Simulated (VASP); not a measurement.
Write the native input for VASP 6.6.1 that does the following.

- Task: single point
- Functional: LDA
- Potentials or basis: VASP PAW LDA potentials, release 64 (Sn_d, O)
- Cutoff: 520 eV
- k mesh: 12 × 12 × 10
- Occupations: gaussian, width 0.15 eV
- Spin: no spin polarisation
- Dipole correction: no
- Further INCAR settings: ALGO = Normal; EDIFF = 1e-06; NBANDS = 28

The structure of SnO lies in POSCAR:

```
SnO
1.0
    3.9918442138      0.0000000000      0.0000000000
    0.0000000000      3.9918442138      0.0000000000
    0.0000000000      0.0000000000      4.6429140050
Sn O
2 2
Direct
    0.0000000000      0.5000000000      0.2457459271
    0.5000000000      0.0000000000      0.7542540729
    0.0000000000      0.0000000000      0.0000000000
    0.5000000000      0.5000000000      0.0000000000
```

One way to write it, as run:

INCAR

```
SYSTEM = SnO
PREC = Accurate
ENCUT = 520
EDIFF = 1E-6
ISMEAR = 0
SIGMA = 0.15
LREAL = .FALSE.
LASPH = .TRUE.
NELM = 80
ALGO = Normal
ISIF = 2
LWAVE = .FALSE.
LCHARG = .FALSE.
GGA = CA
NBANDS = 28
```

KPOINTS

```
regular mesh
0
G
  12 12 10
  0 0 0
```

Potentials or basis: VASP PAW LDA potentials, release 64 (Sn_d, O).

The run is started by

```sh
$ cat potpaw_LDA.64/Sn_d/POTCAR potpaw_LDA.64/O/POTCAR > POTCAR
$ mpirun -np 1 vasp_std > vasp.out
```

Results of the run:

* Pressure: -9.8 GPa
* Largest force: 0.974 eV/Å
* Band gap on the k mesh: 0.45 eV (least direct gap 1.76 eV)

Caveat: the stress differs along the axes, from -12 to -6 GPa; semilocal functionals underestimate gaps, and a narrow one can read as zero; spin-orbit coupling is left out, which moves the levels of the heavy elements.

It took 8.9 min on 1 thread of Intel Xeon 8259CL, on a shared host, peak memory 0.36 GiB.
